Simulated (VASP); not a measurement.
Be:

```
Be
1.0
     0.00000    2.22075    2.22075
     2.22075    0.00000    2.22075
     2.22075    2.22075    0.00000
Be
2
Direct
  0.12500 0.12500 0.12500
  0.87500 0.87500 0.87500
```

```yaml
Program: VASP 6.6.1
Task: relaxation of cell and atoms
Functional: BLYP
Potentials_or_basis: VASP PAW PBE potentials, release 64 (Be)
Cutoff: 600 eV
k_mesh: 12 × 12 × 12
Occupations: fermi-dirac, width 0.1 eV
Spin: no spin polarisation
```

At the start: pressure 23.3 GPa; volume 10.95 Å³/atom.

**Question.** Where does the relaxation end?

**Answer.** Over 6 steps the energy falls by 249.7 meV/atom and the volume is 15.39 Å³/atom (+40.5 %); space group Fd-3m (No. 227, to 0.05 Å).

Step by step:
```
step  energy change (eV)  largest force (eV/Å)  pressure (GPa)  volume (Å³)
   1              0.0000                0.0000           23.34        21.90
   2             -0.4468                0.0000            5.47        27.36
   3             -0.4964                0.0000            1.16        29.86
   4             -0.4995                0.0000            0.11        30.64
   5             -0.4994                0.0000           -0.14        30.84
   6             -0.4995                0.0000           -0.06        30.77
```

Final structure:
```xyz
2
Lattice="0.0000 2.4872 2.4872 2.4872 0.0000 2.4872 2.4872 2.4872 0.0000" Properties=species:S:1:pos:R:3 pbc="T T T"
Be    0.6218    0.6218    0.6218
Be    4.3526    4.3526    4.3526
```

Caveat: the volume moved by over 15 % at a fixed basis, so the end points are rough; the PAW data sets were made with another functional, which shifts forces and pressure a little.
